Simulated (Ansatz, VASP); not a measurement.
**SnO in VASP and in Ansatz**

Contents of INCAR:

```
PREC = Accurate
ENCUT = 520
EDIFF = 1E-8
ISMEAR = -1
SIGMA = 0.01
LREAL = False
LASPH = True
NELM = 80
ALGO = Normal
ISIF = 2
LWAVE = False
LCHARG = False
GGA = PE
LEFG = True
NBANDS = 28
```

KPOINTS

```
Automatic mesh
0
Gamma
  8 8 6
```

The input POSCAR:

```
SnO
1.0
    3.8020000000      0.0000000000      0.0000000000
    0.0000000000      3.8020000000      0.0000000000
    0.0000000000      0.0000000000      4.6909200000
Sn O
2 2
Direct
    0.0000000000      0.5000000000      0.2385000000
    0.5000000000      0.0000000000      0.7615000000
    0.0000000000      0.0000000000      0.0000000000
    0.5000000000      0.5000000000      0.0000000000
```

Input for Ansatz:

```yaml
crystal:
  lattice:
    - [3.802, 0.0, 0.0]
    - [0.0, 3.802, 0.0]
    - [0.0, 0.0, 4.69092]
  atoms:
    - { symbol: Sn, position: [0.0, 0.5, 0.2385] }
    - { symbol: Sn, position: [0.5, 0.0, 0.7615] }
    - { symbol: O, position: [0.0, 0.0, 0.0] }
    - { symbol: O, position: [0.5, 0.5, 0.0] }
kpoints:
  mp_grid: { grid: [8, 8, 6] }
scf:
  occupations: { method: fermi_dirac, width: 0.01 }
hamiltonian:
  xc: pbe
  pseudopotentials: { kind: all_electron, datasets: crystal }
output:
  forces: true
  stress: true
  eigenvalues: true
  efg: { contact_densities: true }
```

Change from the starting cell: zz strain of -3 %, crystal datasets.

Alike in both runs: task electric field gradients; functional PBE; k mesh 8 × 8 × 6; occupations fermi-dirac, width 0.01 eV; no spin polarisation.

```csv
,VASP,Ansatz
version,VASP 6.6.1,Ansatz 0.2.0
potentials or method,"VASP PAW PBE potentials, release 64 (Sn_d, O), cutoff 520 eV","all-electron PAW with datasets made for the crystal, scalar-relativistic"
```

|  | VASP | Ansatz | Ansatz less VASP |
| --- | --- | --- | --- |
| pressure (GPa) | 7.3 | 7.0 | -0.32 |
| traceless stress, the component that is largest in VASP (GPa) | 0.07 | 0.08 | +0.007 |
| rms of the force components (eV/Å) | 0.404 | 0.365 | -0.0389 |
| size of Vzz on the site where it differs most (V/Å²) | 162.2 | 168.8 | +6.60 |

Atom by atom the forces differ by 0.039 eV/Å (rms over components). Ansatz ran all-electron here, and VASP with PAW potentials.
